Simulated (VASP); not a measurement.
Wanted: the native input for a VASP 6.6.1 run.

```yaml
Task: single point
Functional: PBE
Potentials_or_basis: VASP PAW PBE potentials, release 64 (In_d, Se)
Cutoff: 520 eV
k_mesh: 10 × 10 × 10
Occupations: methfessel-paxton, width 0.01 eV
Spin: no spin polarisation
Dipole_correction: no
Further_INCAR_settings: ALGO = Normal; EDIFF = 1e-07; NBANDS = 30
```

The structure of In3Se lies in POSCAR:

```
In3Se
1.0
    4.8037580000      0.0000000000      0.0000000000
    0.0000000000      4.8037580000      0.0000000000
    0.0000000000      0.0000000000      4.8037580000
In Se
3 1
Direct
    0.0000000000      0.5000000000      0.5000000000
    0.5000000000      0.0000000000      0.5000000000
    0.5000000000      0.5000000000      0.0000000000
    0.0000000000      0.0000000000      0.0000000000
```

One way to write it, as run:

INCAR

```
PREC = Accurate ; ENCUT = 520
EDIFF = 1E-7 ; ISMEAR = 1
SIGMA = 0.01 ; LREAL = F
LASPH = T ; NELM = 100
ALGO = Normal ; ISIF = 2
LWAVE = F ; LCHARG = T
GGA = PE ; LELF = T
LVHAR = T ; NBANDS = 30
```

KPOINTS

```
Automatic mesh
0
Gamma
  10 10 10
```

Potentials or basis: VASP PAW PBE potentials, release 64 (In_d, Se).

The run is started by

```bash
$ cat potpaw_PBE.64/In_d/POTCAR potpaw_PBE.64/Se/POTCAR > POTCAR
$ mpirun -np 1 vasp_std > vasp.out
```

Results of the run:

| Quantity | Value |
| --- | --- |
| Pressure | -0.4 GPa |

Run time: 62 s on 1 thread of Intel(R) Xeon(R) 6975P-C (Granite Rapids), on a shared host, peak memory 0.3 GiB.
